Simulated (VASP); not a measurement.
A run of VASP 6.6.1:

INCAR

```
SYSTEM = WS2
PREC = Accurate
ENCUT = 520
EDIFF = 1E-7
ISMEAR = 0
SIGMA = 0.05
LREAL = .False.
LASPH = .True.
NELM = 80
ALGO = Normal
ISIF = 2
LWAVE = .False.
LCHARG = .True.
GGA = PE
IVDW = 12
LELF = .True.
LVHAR = .True.
NBANDS = 35
```

The input KPOINTS:

```
Automatic mesh
0
Gamma
  10 10 3
  0 0 0
```

Contents of POSCAR:

```
WS2
1.0
   -3.1542061832      0.0000000000      0.0000000000
   -1.5771030916     -2.7316226834      0.0000000000
   -0.9462618550      0.0000000000     12.1399091344
W S
2 4
Direct
    0.2583333333      0.3333333333      0.2500000000
    0.4416666667      0.6666666667      0.7500000000
    0.1472471071      0.3333333333      0.6202874207
    0.6305804405      0.6666666667      0.1202874207
    0.0694195595      0.3333333333      0.8797125793
    0.5527528929      0.6666666667      0.3797125793
```

Potentials or basis: VASP PAW PBE potentials, release 64 (W_sv, S).

Command:

```console
$ cat potpaw_PBE.64/W_sv/POTCAR potpaw_PBE.64/S/POTCAR > POTCAR
$ mpirun -np 1 vasp_std > vasp.out
```

Hardware: 1 thread of Intel Xeon 8259CL, on a shared host.

Estimate the wall time of this run.

It took 9.6 min on 1 thread of Intel Xeon 8259CL, on a shared host, peak memory 0.54 GiB. Counts: scf iterations 17, k points 152.
